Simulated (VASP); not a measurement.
Runs of VASP 6.6.1 on Sn. The structure is that of space group I4_1/amd (No. 141), or close to it. The cells are those of the table. 

| cell | k mesh | smearing | gap on the mesh (eV) | pressure (GPa) |
| --- | --- | --- | --- | --- |
| a = 4.507, b = 4.507, c = 4.504 Å, angles 97.2, 97.2, 138.3°, 2 atoms | 11 × 11 × 8 | fermi-dirac 0.3 eV | none | (b) |
| a = 4.507, b = 4.507, c = 4.504 Å, angles 97.2, 97.2, 138.3°, 2 atoms | 11 × 11 × 8 | gaussian 0.6 eV | none | 0.2 |
| a = 4.507, b = 4.507, c = 4.504 Å, angles 97.2, 97.2, 138.3°, 2 atoms | 11 × 11 × 8 | fermi-dirac 0.6 eV | none | 2.0 |
| a = 4.507, b = 4.507, c = 4.504 Å, angles 97.2, 97.2, 138.3°, 2 atoms | 12 × 12 × 8 | fermi-dirac 0.1 eV | none | -0.1 |
| a = 4.566, b = 4.566, c = 4.563 Å, angles 97.2, 97.2, 138.3°, 2 atoms | 18 × 18 × 12 | fermi-dirac 0.1 eV | none | (a) |
| a = 4.507, b = 4.507, c = 4.504 Å, angles 97.2, 97.2, 138.3°, 2 atoms | 11 × 11 × 8 | fermi-dirac 1 eV | none | 5.0 |
| a = 4.507, b = 4.507, c = 4.504 Å, angles 97.2, 97.2, 138.3°, 2 atoms | 11 × 11 × 8 | gaussian 0.3 eV | none | 0.0 |
| a = 4.507, b = 4.507, c = 4.504 Å, angles 97.2, 97.2, 138.3°, 2 atoms | 11 × 11 × 8 | gaussian 0.2 eV | none | -0.1 |

Alike in all rows: task single point; level PBE; potentials or basis VASP PAW PBE potentials, release 64 (Sn_d); no spin polarisation; cutoff (eV) 520.

Problem. Fill in the values left out.

Solution. (a) -1.7; (b) 0.5.

Caveats: spin-orbit coupling is left out, which moves the levels of the heavy elements; so wide a smearing shifts energies and pressures (at least some runs); the cell stands under pressure (at least some runs).

A k mesh can miss the band edges, and the runs leave out spin-orbit coupling on Sn.

A gap of «none» marks levels without a gap at the run's occupations.
